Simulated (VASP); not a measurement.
Wanted: the native input for a VASP 6.6.1 run.

```yaml
Task: single point
Functional: PBE
Potentials_or_basis: VASP PAW PBE potentials, release 64 (Pb_d, S)
Cutoff: 520 eV
k_mesh: 10 × 10 × 10
Occupations: gaussian, width 0.03 eV
Spin: no spin polarisation
Dipole_correction: no
Further_INCAR_settings: ALGO = Normal; EDIFF = 1e-06; NBANDS = 17
```

The structure of PbS lies in POSCAR:

```
PbS
1.0
    0.0000000000      3.0836000000      2.9650000000
    3.0836000000      0.0000000000      2.9650000000
    3.0836000000      3.0836000000      0.0000000000
Pb S
1 1
Direct
    0.0000000000      0.0000000000      0.0000000000
    0.5000000000      0.5000000000      0.5000000000
```

This cell differs from its parent crystal: strain +0.0400 x Voigt [1, 1, 0, 0, 0, 0].

These files were run (other wordings do the same):

INCAR

```
SYSTEM = PbS
PREC     = Accurate       ! precision mode
ENCUT    = 520            ! plane-wave cutoff, eV
EDIFF    = 1E-6           ! SCF threshold, eV
ISMEAR   = 0              ! smearing method
SIGMA    = 0.03           ! smearing width, eV
LREAL    = .False.        ! projectors in reciprocal space
LASPH    = .True.         ! aspherical terms in the spheres
NELM     = 100            ! most SCF steps
ALGO     = Normal         ! electronic algorithm
ISIF     = 2              ! what is computed and relaxed
LWAVE    = .False.        ! write WAVECAR
LCHARG   = .True.         ! write CHGCAR
GGA      = PE             ! functional
LELF     = .True.         ! ELF
LVHAR    = .True.       
NBANDS   = 17             ! bands
```

KPOINTS

```
regular mesh
0
Gamma
  10 10 10
  0 0 0
```

Potentials or basis: VASP PAW PBE potentials, release 64 (Pb_d, S).

Run with:

```bash
$ cat potpaw_PBE.64/Pb_d/POTCAR potpaw_PBE.64/S/POTCAR > POTCAR
$ mpirun -np 1 vasp_std > vasp.out
```

It gave:

```yaml
Pressure: -1.7 GPa
Band_gap_on_the_k_mesh: 0.58 eV
```

Caveat: the cell differs from its parent crystal (strain +0.0400 x Voigt [1, 1, 0, 0, 0, 0]); spin-orbit coupling is left out, which moves the levels of the heavy elements.

Run time: 36 s on 1 thread of Intel(R) Xeon(R) Platinum 8559C (Emerald Rapids) (shared host), peak memory 0.24 GiB.
